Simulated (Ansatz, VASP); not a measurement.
## Two plane-wave programs on Ti

```
Ti
1.0
     1.64709   -2.33657    0.00000
     1.64709    2.33657    0.00000
     0.00000    0.00000    4.59253
Ti
2
Direct
  0.25000 0.75000 0.28016
  0.75000 0.25000 0.71984
```

Alike in both runs: task relaxation of cell and atoms; functional PBE; k mesh 6 × 6 × 4; occupations gaussian, width 0.1 eV; no spin polarisation.

|  | VASP | Ansatz |
| --- | --- | --- |
| version | VASP 6.6.1 | Ansatz 0.2.0 |
| potentials or method | VASP PAW PBE potentials, release 64 (Ti_sv), cutoff 600 eV | scalar-relativistic, plane waves, PAW |
| valence electrons in the cell | 24 | 24 |

Ansatz gave:

* gap on the k mesh at the Fermi level, each at its own relaxed structure (eV): none
* relaxed volume (Å³/atom): 17.44
* relaxed cell length with the largest relative difference (Å): 2.921

Task: Which values does VASP return?

Result: gap on the k mesh at the Fermi level, each at its own relaxed structure (eV): none; relaxed volume (Å³/atom): 17.39; relaxed cell length with the largest relative difference (Å): 2.915.

A gap of «none» marks a metal or a gap that the smearing closes.

The k mesh is coarse, so the values compare programs but aren't converged.
